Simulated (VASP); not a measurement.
# FeO (Pm-3m) in VASP: a series of runs

Runs on FeO. Level: PBE. Tasks: single point.

All numbers are computed with VASP 6.6.1; they aren't measurements. Logs are shortened: lines on timing, memory, paths and dates and some standing lists are left out, and cuts for length are marked.

### Step 1. The cell of the first run

Symmetry: Pm-3m, No. 221, cubic system. Conventional cell: a = 2.650 Å, b = 2.650 Å, c = 2.650 Å, α = 90.00°, β = 90.00°, γ = 90.00°. Within 3.0 Å of Fe (site symmetry m-3m) lie 8 O at 2.30 Å and 6 Fe at 2.65 Å. Within 3.0 Å of O (site symmetry m-3m) lie 8 Fe at 2.30 Å and 6 O at 2.65 Å.

### Step 2. Single point, PBE, collinear spin, ferromagnetic start

Contents of INCAR:

```
SYSTEM = FeO
PREC = Accurate ; ENCUT = 520
EDIFF = 1E-7 ; ISMEAR = 0
SIGMA = 0.1 ; LREAL = .False.
LASPH = .True. ; NELM = 150
ALGO = Normal ; ISIF = 2
LWAVE = .False. ; LCHARG = .True.
ISPIN = 2 ; MAGMOM = 3.8 0.43
LORBIT = 11 ; LMAXMIX = 4
GGA = PE ; LELF = .True.
LVHAR = .True. ; NBANDS = 18
```

Contents of KPOINTS:

```
Automatic mesh
0
Gamma
  20 20 20
  0 0 0
```

Contents of POSCAR:

```
FeO
1.0
    2.6504353580      0.0000000000      0.0000000000
    0.0000000000      2.6504353580      0.0000000000
    0.0000000000      0.0000000000      2.6504353580
Fe O
1 1
Direct
    0.0000000000      0.0000000000      0.0000000000
    0.5000000000      0.5000000000      0.5000000000
```

Potentials or basis: VASP PAW PBE potentials, release 64 (Fe, O).

Run with:

```console
cat potpaw_PBE.64/Fe/POTCAR potpaw_PBE.64/O/POTCAR > POTCAR
mpirun -np 1 vasp_std > vasp.out
```

OUTCAR:

```text
SYSTEM = FeO
   PREC = Accurate
   ENCUT = 520
   EDIFF = 1E-7
   ISMEAR = 0
   LREAL = .False.
   LASPH = .True.
   NELM = 150
   ISIF = 2
   ISPIN = 2
   LORBIT = 11
   GGA = PE

 ion  position               nearest neighbor table
   1  0.000  0.000  0.000-   2 2.30   2 2.30   2 2.30   2 2.30   2 2.30   2 2.30   2 2.30   2 2.30

   2  0.500  0.500  0.500-   1 2.30   1 2.30   1 2.30   1 2.30   1 2.30   1 2.30   1 2.30   1 2.30

  LATTYP: Found a simple cubic cell.
 ALAT       =     2.6504353580

  Lattice vectors:

 A1 = (   2.6504353580,   0.0000000000,   0.0000000000)
 A2 = (   0.0000000000,   2.6504353580,   0.0000000000)
 A3 = (   0.0000000000,   0.0000000000,   2.6504353580)

Analysis of symmetry for initial positions (statically):
=====================================================================
 Subroutine PRICEL returns:
 Original cell was already a primitive cell.

 Routine SETGRP: Setting up the symmetry group for a
 simple cubic supercell.

 Subroutine GETGRP returns: Found 48 space group operations
 (whereof 48 operations were pure point group operations)
 out of a pool of 48 trial point group operations.

The static configuration has the point symmetry O_h .

Analysis of symmetry for dynamics (positions and initial velocities):
=====================================================================
 Subroutine PRICEL returns:
 Original cell was already a primitive cell.

 Routine SETGRP: Setting up the symmetry group for a
 simple cubic supercell.

 Subroutine GETGRP returns: Found 48 space group operations
 (whereof 48 operations were pure point group operations)
 out of a pool of 48 trial point group operations.

The dynamic configuration has the point symmetry O_h .

Analysis of structural, dynamic, and magnetic symmetry:
=====================================================================
 Subroutine PRICEL returns:
 Original cell was already a primitive cell.

 Routine SETGRP: Setting up the symmetry group for a
 simple cubic supercell.

 Subroutine GETGRP returns: Found 48 space group operations
 (whereof 48 operations were pure point group operations)
 out of a pool of 48 trial point group operations.

The overall configuration has the point symmetry O_h .

 Subroutine INISYM returns: Found 48 space group operations
 (whereof 48 operations are pure point group operations),
 and found     1 'primitive' translations

----------------------------------------------------------------------------------------

                                     Primitive cell

  volume of cell :      18.6188

  direct lattice vectors                    reciprocal lattice vectors
     2.650435358  0.000000000  0.000000000     0.377296506  0.000000000  0.000000000
     0.000000000  2.650435358  0.000000000     0.000000000  0.377296506  0.000000000
     0.000000000  0.000000000  2.650435358     0.000000000  0.000000000  0.377296506

  length of vectors
     2.650435358  2.650435358  2.650435358     0.377296506  0.377296506  0.377296506

  position of ions in fractional coordinates (direct lattice)
     0.000000000  0.000000000  0.000000000
     0.500000000  0.500000000  0.500000000

  ion indices of the primitive-cell ions
   primitive index   ion index
                 1           1
                 2           2

----------------------------------------------------------------------------------------

 KPOINTS: Automatic mesh

Automatic generation of k-mesh.
 Grid dimensions read from file:
 generate k-points for:   20   20   20

 Generating k-lattice:

  Cartesian coordinates                     Fractional coordinates (reciprocal lattice)
     0.018864825  0.000000000  0.000000000     0.050000000  0.000000000  0.000000000
     0.000000000  0.018864825  0.000000000     0.000000000  0.050000000  0.000000000
     0.000000000  0.000000000  0.018864825     0.000000000  0.000000000  0.050000000

  Length of vectors
     0.018864825  0.018864825  0.018864825

  Shift w.r.t. Gamma in fractional coordinates (k-lattice)
     0.000000000  0.000000000  0.000000000

 Subroutine IBZKPT returns following result:
 ===========================================

 Found    286 irreducible k-points:

 Following reciprocal coordinates:
            Coordinates               Weight
  0.000000  0.000000  0.000000      1.000000
  0.050000  0.000000  0.000000      6.000000
  0.100000  0.000000  0.000000      6.000000
  0.150000  0.000000  0.000000      6.000000
  0.200000  0.000000  0.000000      6.000000
  0.250000  0.000000  0.000000      6.000000
[... 16 lines left out ...]
  0.150000  0.100000  0.000000     24.000000
  0.200000  0.100000  0.000000     24.000000
 [... further k-points ...]
   k-points           NKPTS =    286   k-points in BZ     NKDIM =    286   number of bands    NBANDS=     18
   number of dos      NEDOS =    301   number of ions     NIONS =      2
   total plane-waves  NPLWV =   8000
   dimension x,y,z NGX =    20 NGY =   20 NGZ =   20
   dimension x,y,z NGXF=    40 NGYF=   40 NGZF=   40
   ions per type =               1   1
   NGX,Y,Z   is equivalent  to a cutoff of  12.54, 12.54, 12.54 a.u.
   NGXF,Y,Z  is equivalent  to a cutoff of  25.09, 25.09, 25.09 a.u.
 SYSTEM =  FeO
   PREC   = accura    normal or accurate (medium, high low for compatibility)
   ISTART =      0    job   : 0-new  1-cont  2-samecut
   ICHARG =      2    charge: 1-file 2-atom 10-const
   ISPIN  =      2    spin polarized calculation?
   LNONCOLLINEAR =      F non collinear calculations
   LSORBIT =      F    spin-orbit coupling
   LASPH  =      T    aspherical Exc in radial PAW
   ENCUT  =  520.0 eV  38.22 Ry    6.18 a.u.   4.93  4.93  4.93*2*pi/ulx,y,z
   NELM   =    150;   NELMIN=  2; NELMDL= -5     # of ELM steps
   EDIFF  = 0.1E-06   stopping-criterion for ELM
   LREAL  =      F    real-space projection
   EDIFFG = 0.1E-05   stopping-criterion for IOM
   NSW    =      0    number of steps for IOM
   IBRION =     -1    ionic relax: 0-MD 1-quasi-New 2-CG
   NFREE  =      0    steps in history (QN), initial steepest desc. (CG)
   ISIF   =      2    stress and relaxation
   ISYM   =      2    0-nonsym 1-usesym 2-fastsym
   POTIM  = 0.5000    time-step for ionic-motion
   TEBEG  =    0.0;   TEEND  =   0.0 temperature during run
   PSTRESS=    0.0 pullay stress
   NELECT =      14.0000    total number of electrons
   NUPDOWN=      -1.0000    fix difference up-down
   EMIN   =  10.00;   EMAX   =-10.00  energy-range for DOS
   EFERMI =   0.00;   METHOD = LEGACY
   ISMEAR =     0;   SIGMA  =   0.10  broadening in eV -4-tet -1-fermi 0-gaus
   EFERMI_NEDOS =   21; number of points for ismear=-14 and -15
   IALGO  =     38    algorithm
   IMIX   =      4    mixing-type and parameters
     AMIX     =   0.40;   BMIX     =  1.00
     AMIX_MAG =   1.60;   BMIX_MAG =  1.00
  volume/ion in A,a.u.               =       9.31        62.82
  Fermi-wavevector in a.u.,A,eV,Ry     =   1.488676  2.813190 30.152651  2.216157
  Thomas-Fermi vector in A             =   2.601681
   LORBIT       =     11    0 simple, 1 ext, 2 COOP (PROOUT), +10 PAW based schemes
   GGA     = PE    functional components
   LHFCALC =     F    Hartree Fock is set to
   AEXX    =    0.0000 exact exchange contribution
   IVDW    =     0    specifies the selected vdW correction
   LEPSILON=     F    determine dielectric tensor
   LRPA    =     F    only Hartree local field effects (RPA)
 spin polarized calculation
 Gauss-broadening in eV      SIGMA  =   0.10
  energy-cutoff  :      520.00
  volume of cell :       18.62
 maximum number of plane-waves:       516
 NGX is ok and might be reduce to    20
   NGX =  9   NGY =  9   NGZ =  9

 number of electron      14.0000010 magnetization       3.9999591

 Free energy of the ion-electron system (eV)
  ---------------------------------------------------
  ext. energy  EPLUGINS =         0.00000000
  ---------------------------------------------------
  free energy    TOTEN  =       -14.37728547 eV

  energy without entropy =      -14.37513451  energy(sigma->0) =      -14.37620999

 E-fermi :   6.0607     XC(G=0): -12.6891

 val. band max:        6.0342244944   @ k =   0.3500   0.3500   0.2500
 cond. band min:       6.0746344639   @ k =   0.2500   0.1000   0.0000
 fundamental gap:      0.0404099695
 Fermi energy:         6.0607123178

 spin component 1

 k-point     1 :       0.0000    0.0000    0.0000
  band No.  band energies     occupation
      1     -13.9883      1.00000
      2       1.6745      1.00000
      3       1.6745      1.00000
      4       3.3871      1.00000
      5       3.3871      1.00000
      6       3.3871      1.00000
[... 10 lines left out ...]
     17      36.7947      0.00000
     18      36.7947      0.00000
[... 463 lines left out ...]
 k-point    24 :       0.2000    0.1000    0.0000
  band No.  band energies     occupation
      1     -13.5359      1.00000
      2       0.3315      1.00000
      3       1.5158      1.00000
      4       2.2257      1.00000
      5       2.2718      1.00000
      6       3.4399      1.00000
[... 10 lines left out ...]
     17      33.5286      0.00000
     18      34.4619      0.00000

 [... further k-points ...]

 spin component 2

 k-point     1 :       0.0000    0.0000    0.0000
  band No.  band energies     occupation
      1     -13.3716      1.00000
      2       4.0751      1.00000
      3       4.0751      1.00000
      4       4.0751      1.00000
      5       4.1766      1.00000
      6       4.1777      1.00000
[... 10 lines left out ...]
     17      37.2109      0.00000
     18      37.2109      0.00000
[... 463 lines left out ...]
 k-point    24 :       0.2000    0.1000    0.0000
  band No.  band energies     occupation
      1     -12.9081      1.00000
      2       1.3218      1.00000
      3       3.0372      1.00000
      4       3.8267      1.00000
      5       4.6457      1.00000
      6       5.7405      1.00000
[... 10 lines left out ...]
     17      34.2730      0.00000
     18      35.0318      0.00000

 [... further k-points ...]
[... 5 lines left out ...]
  --------------------------------------------------------------------------------------
  -------------------------------------------------------------------------------------
  Total       -0.0158875     -0.0158875     -0.0158875     -0.0000000      0.0000000     -0.0000000
  in kB       -1.3671476     -1.3671476     -1.3671476     -0.0000000      0.0000000     -0.0000000
  external PRESSURE =      -1.3671476 kB  Pullay stress =       0.0000000 kB

 VOLUME and BASIS-vectors are now :
 -----------------------------------------------------------------------------
  energy-cutoff  :      520.00
  volume of cell :       18.62
      direct lattice vectors                 reciprocal lattice vectors
     2.650435358  0.000000000  0.000000000     0.377296506  0.000000000  0.000000000
     0.000000000  2.650435358  0.000000000     0.000000000  0.377296506  0.000000000
     0.000000000  0.000000000  2.650435358     0.000000000  0.000000000  0.377296506

 POSITION                                       TOTAL-FORCE (eV/Angst)
 -----------------------------------------------------------------------------------
      0.00000      0.00000      0.00000         0.000000      0.000000      0.000000
      1.32522      1.32522      1.32522         0.000000      0.000000      0.000000
 -----------------------------------------------------------------------------------
    total drift:                                0.000000      0.000000      0.000000

  FREE ENERGIE OF THE ION-ELECTRON SYSTEM (eV)
  ---------------------------------------------------
  free  energy   TOTEN  =       -14.3772854651 eV

  energy  without entropy=      -14.3751345146  energy(sigma->0) =      -14.37620999

 total charge

# of ion       s       p       d       tot
------------------------------------------
    1        0.292   0.349   6.097   6.738
    2        1.570   3.382   0.000   4.953
--------------------------------------------------
tot          1.862   3.732   6.097  11.690

 magnetization (x)

# of ion       s       p       d       tot
------------------------------------------
    1        0.009   0.017   3.507   3.534
    2        0.027   0.342   0.000   0.369
--------------------------------------------------
tot          0.037   0.359   3.507   3.903
```

Wall time 81 s (1 thread of Intel Xeon 6975P-C (Granite Rapids), shared host); peak memory 0.25 GiB.

Results:

| Quantity | Value |
| --- | --- |
| Free energy | -14.3773 eV |
| Pressure | -0.1 GPa |
| Band gap on the k mesh | zero (filled and empty bands overlap) |
| Net moment | 4.00 μB per cell |
| Site moments | Fe +3.53; O +0.37 μB |
| Valence electrons inside the program's atomic spheres | Fe 6.74; O 4.95 |

Levels at points of the mesh, in eV from the Fermi level:
Spin up:
| k point | band 5 | band 6 | band 7 | band 8 | band 9 | band 10 | band 11 | band 12 | band 13 | band 14 |
| --- | --- | --- | --- | --- | --- | --- | --- | --- | --- | --- |
| (0.00, 0.00, 0.00) | -2.67 | -2.67 | -2.49 | -2.49 | -2.49 | 0.54 | 15.15 | 15.15 | 19.53 | 19.53 |
| (0.50, 0.00, 0.00) | -4.04 | -2.41 | -1.53 | -0.23 | -0.23 | 5.86 | 7.95 | 15.91 | 17.31 | 17.31 |
| (0.50, 0.50, 0.00) | -3.21 | -3.10 | -3.10 | -1.79 | -1.51 | 5.79 | 10.84 | 10.84 | 16.24 | 23.84 |
| (0.50, 0.50, 0.50) | -1.47 | -1.47 | -0.21 | -0.21 | -0.21 | 6.62 | 6.62 | 6.62 | 14.76 | 21.04 |
Spin down:
```
           k point  band 3  band 4  band 5  band 6  band 7  band 8
(0.00, 0.00, 0.00)   -1.99   -1.99   -1.88   -1.88    1.54    1.63
(0.50, 0.00, 0.00)   -2.66   -2.66   -1.39    1.36    1.75    2.58
(0.50, 0.50, 0.00)   -5.46   -1.47   -1.09    0.45    0.81    0.81
(0.50, 0.50, 0.50)   -5.87   -5.87    1.76    1.76    2.95    2.95
```

Caveat: a cell with one magnetic atom can't hold antiferromagnetic order, which such compounds often take; semilocal functionals often make such compounds metallic where correlation or magnetic order opens a gap, which also shifts bond lengths.

### Step 3. Single point, PBE, collinear spin, ferromagnetic start

Contents of INCAR:

```
ALGO     = Normal         # electronic algorithm
EDIFF    = 1E-6           # SCF threshold, eV
ENCUT    = 520            # plane-wave cutoff, eV
GGA      = PE             # functional
ISIF     = 2              # what is computed and relaxed
ISMEAR   = 0              # smearing method
ISPIN    = 2              # spin polarisation
LASPH    = T              # aspherical terms in the spheres
LCHARG   = F              # write CHGCAR
LMAXMIX  = 4              # l up to which the mixer works
LORBIT   = 11             # projections on sites
LREAL    = F              # projectors in reciprocal space
LWAVE    = F              # write WAVECAR
MAGMOM   = 3.8 0.43       # initial moments
NBANDS   = 18             # bands
NELM     = 150            # most SCF steps
PREC     = Accurate       # precision mode
SIGMA    = 0.1            # smearing width, eV
```

Contents of KPOINTS:

```
k-points
0
Gamma
  20 20 20
```

Contents of POSCAR:

```
FeO
1.0
    2.6504296565      0.0000000000      0.0000000000
    0.0000000000      2.6504296565      0.0000000000
    0.0000000000      0.0000000000      2.6504296565
Fe O
1 1
Direct
    0.5000000000      0.5000000000      0.5000000000
    0.0000000000      0.0000000000      0.0000000000
```

Potentials or basis: VASP PAW PBE potentials, release 64 (Fe, O).

Run with:

```console
cat potpaw_PBE.64/Fe/POTCAR potpaw_PBE.64/O/POTCAR > POTCAR
mpirun -np 1 vasp_std > vasp.out
```

It took 81 s on 1 thread of Intel Xeon 6975P-C (Granite Rapids), shared host; peak memory 0.24 GiB.

It converged, with:

| Quantity | Value |
| --- | --- |
| Free energy | -14.3773 eV |
| Pressure | -0.1 GPa |
| Band gap on the k mesh | zero (filled and empty bands overlap) |
| Net moment | 4.00 μB per cell |
| Site moments | Fe +3.53; O +0.37 μB |
| Valence electrons inside the program's atomic spheres | Fe 6.74; O 4.95 |

Levels at points of the mesh, in eV from the Fermi level:
Spin up:
```
           k point  band 5  band 6  band 7  band 8  band 9  band 10  band 11  band 12  band 13  band 14
(0.00, 0.00, 0.00)   -2.67   -2.67   -2.49   -2.49   -2.49     0.53    15.15    15.15    19.53    19.53
(0.50, 0.00, 0.00)   -4.04   -2.41   -1.53   -0.23   -0.23     5.86     7.95    15.91    17.31    17.31
(0.50, 0.50, 0.00)   -3.21   -3.10   -3.10   -1.79   -1.51     5.79    10.84    10.84    16.24    23.84
(0.50, 0.50, 0.50)   -1.47   -1.47   -0.21   -0.21   -0.21     6.62     6.62     6.62    14.76    21.04
```
Spin down:
```
           k point  band 1  band 2  band 3  band 4  band 5  band 6  band 7  band 8  band 9  band 10
(0.00, 0.00, 0.00)  -19.43   -1.99   -1.99   -1.99   -1.88   -1.88    1.54    1.63    1.63     1.63
(0.50, 0.00, 0.00)  -18.20   -7.73   -2.67   -2.66   -1.39    1.36    1.75    2.58    2.58     6.60
(0.50, 0.50, 0.00)  -17.56   -5.46   -5.46   -1.47   -1.09    0.45    0.81    0.81    1.71     7.52
(0.50, 0.50, 0.50)  -16.64   -5.87   -5.87   -5.87    1.76    1.76    2.95    2.95    2.95     7.35
```

Caveat: a cell with one magnetic atom can't hold antiferromagnetic order, which such compounds often take; semilocal functionals often make such compounds metallic where correlation or magnetic order opens a gap, which also shifts bond lengths. With open d or f shells a metallic result of PBE can be an artefact of self-interaction; +U or a hybrid may open a gap.
